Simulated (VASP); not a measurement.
Input of a VASP 6.6.1 run:

The input INCAR:

```
ALGO = Normal
EDIFF = 1E-6
ENCUT = 520
GGA = PS
ISIF = 2
ISMEAR = -1
IVDW = 12
LASPH = True
LCHARG = True
LELF = True
LREAL = False
LVHAR = True
LWAVE = False
NBANDS = 19
NELM = 100
PREC = Accurate
SIGMA = 0.1
```

File KPOINTS:

```
k-points
0
Gamma
  10 10 6
```

POSCAR

```
Ti
1.0
    2.9500000000      0.0000000000      0.0000000000
   -1.4750000000      2.5547749412      0.0000000000
    0.0000000000      0.0000000000      4.6800000000
Ti
2
Direct
    0.3333330000      0.6666670000      0.2500000000
    0.6666670000      0.3333330000      0.7500000000
```

Potentials or basis: VASP PAW PBE potentials, release 64 (Ti_sv).

Run with:

```console
$ cat potpaw_PBE.64/Ti_sv/POTCAR > POTCAR
$ mpirun -np 1 vasp_std > vasp.out
```

Estimate the band gap on the k mesh.

zero (band 12 reaches 8.82 eV, above the bottom of band 13 at 7.82 eV).

What does it give for the dispersion energy per atom?

-0.591 eV.

Stress tensor (GPa, compression positive):
```
-11.07   0.00   0.00
  0.00 -11.07   0.00
  0.00   0.00 -11.50
```

Caveat: three body term missing; the PAW data sets were made with another functional, which shifts forces and pressure a little; pairwise dispersion overbinds metals, which lowers pressure and volume.
